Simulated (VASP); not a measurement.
Set up this calculation in VASP 6.6.1, as the native input.

| Quantity | Value |
| --- | --- |
| Task | single point |
| Functional | PBE |
| Potentials or basis | VASP PAW PBE potentials, release 64 (Co) |
| Cutoff | 520 eV |
| k mesh | 24 × 24 × 12 |
| Occupations | gaussian, width 0.15 eV |
| Spin | collinear spin, ferromagnetic start |
| Starting moments | [1.1, 1.1] μB |
| Fixed moment | 2.2 μB |
| Dipole correction | no |
| Further INCAR settings | ALGO = Fast; EDIFF = 1e-07; NBANDS = 20 |

The structure of Co lies in POSCAR:

```
Co
1.0
    2.4932834166      0.0000000000      0.0000000000
   -1.2466417083      2.1592467776      0.0000000000
    0.0000000000      0.0000000000      4.0323930238
Co
2
Direct
    0.6666666667      0.3333333333      0.2500000000
    0.3333333333      0.6666666667      0.7500000000
```

One way to write it, as run:

INCAR

```
SYSTEM = Co
PREC = Accurate
ENCUT = 520
EDIFF = 1E-7
ISMEAR = 0
SIGMA = 0.15
LREAL = .False.
LASPH = .True.
NELM = 150
ALGO = Fast
ISIF = 2
LWAVE = .False.
LCHARG = .False.
ISPIN = 2
MAGMOM = 1.1 1.1
LORBIT = 11
NUPDOWN = 2.2
LMAXMIX = 4
GGA = PE
NBANDS = 20
```

KPOINTS

```
regular mesh
0
Gamma
  24 24 12
  0 0 0
```

Potentials or basis: VASP PAW PBE potentials, release 64 (Co).

Run with:

```bash
$ cat potpaw_PBE.64/Co/POTCAR > POTCAR
$ mpirun -np 1 vasp_std > vasp.out
```

Results of the run:

```json
{"Pressure": "-6.7 GPa", "Net moment": "2.20 μB per cell", "Site moments": "Co +1.12 μB", "Valence electrons inside the program's atomic spheres": "Co 8.27"}
```

Caveat: the cell stands under tension; the total moment is fixed, so each spin has its own Fermi level.

Run time: 5.9 min on 1 thread of AMD EPYC 7R13 Processor (Zen 3), on a shared host, peak memory 0.32 GiB.
